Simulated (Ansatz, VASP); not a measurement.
# Two plane-wave programs on Si2W

```
Si W
1.0
    -1.61453    1.61453    3.93355
     1.61453   -1.61453    3.93355
     1.61453    1.61453   -3.93355
Si W
2 1
Direct
  0.33456 0.33456 0.00000
  0.66544 0.66544 0.00000
  0.00000 0.00000 0.00000
```

Alike in both runs: task relaxation of cell and atoms; functional PBE; dispersion D3(BJ); k mesh 18 × 18 × 18; occupations gaussian, width 0.1 eV; no spin polarisation.

|  | VASP | Ansatz |
| --- | --- | --- |
| version | VASP 6.6.1 | Ansatz 0.2.0 |
| potentials or method | VASP PAW PBE potentials, release 64 (Si, W_sv), cutoff 600 eV | scalar-relativistic, plane waves, PAW |
| valence electrons in the cell | 22 | 22 |

|  | VASP | Ansatz | Ansatz less VASP |
| --- | --- | --- | --- |
| gap on the k mesh at the Fermi level, each at its own relaxed structure (eV) | none | none | - |
| relaxed volume (Å³/atom) | 13.26 | 13.25 | -0.011 |
| relaxed length of the cell vector where the two differ most in proportion (Å) | 4.506 | 4.506 | -0.0008 |

A gap of «none» marks a metal or a gap that the smearing closes.

Neither program's run includes spin-orbit coupling.
